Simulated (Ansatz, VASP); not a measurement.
Two plane-wave programs on Mg3CdSe4

```
CELL_PARAMETERS angstrom
3.94046 0.00000 0.00000
0.00000 3.94046 0.00000
0.00000 0.00000 11.16933
ATOMIC_POSITIONS crystal
Mg 0.00000 0.00000 0.74664
Mg 0.00000 0.00000 0.25336
Mg 0.50000 0.50000 0.50000
Cd 0.50000 0.50000 0.00000
Se 0.00000 0.00000 0.00000
Se 0.50000 0.50000 0.25567
Se 0.00000 0.00000 0.50000
Se 0.50000 0.50000 0.74433
```

Alike in both runs: functional PBE; k mesh 10 × 10 × 4; occupations gaussian, width 0.02 eV; no spin polarisation.

Ansatz relaxed the structure, and its values are those at the end. VASP's run is a single point on that final structure, the one shown.

|  | VASP | Ansatz |
| --- | --- | --- |
| version | VASP 6.6.1 | Ansatz 0.2.0 |
| potentials or method | VASP PAW PBE potentials, release 64 (Mg, Cd, Se), cutoff 520 eV | scalar-relativistic, plane waves, PAW |
| valence electrons in the cell | 42 | 114 |

Ansatz gave:

| Item | Value |
| --- | --- |
| gap on the k mesh at the Fermi level (eV) | 0.39 |
| least direct gap on the mesh (eV) | 0.98 |
| pressure (GPa) | 0.0 |
| rms of the force components (eV/Å) | 0.002 |

Problem. What did VASP give for the same quantities?

Solution. gap on the k mesh at the Fermi level (eV): 0.38; least direct gap on the mesh (eV): 0.96; pressure (GPa): 0.0; rms of the force components (eV/Å): 0.004.

The functional is the same, so the differences come from potentials, cutoffs and numerics. VASP's potentials hold 42 valence electrons a cell and Ansatz's 114, so a difference there can come from the potentials and not from the codes.
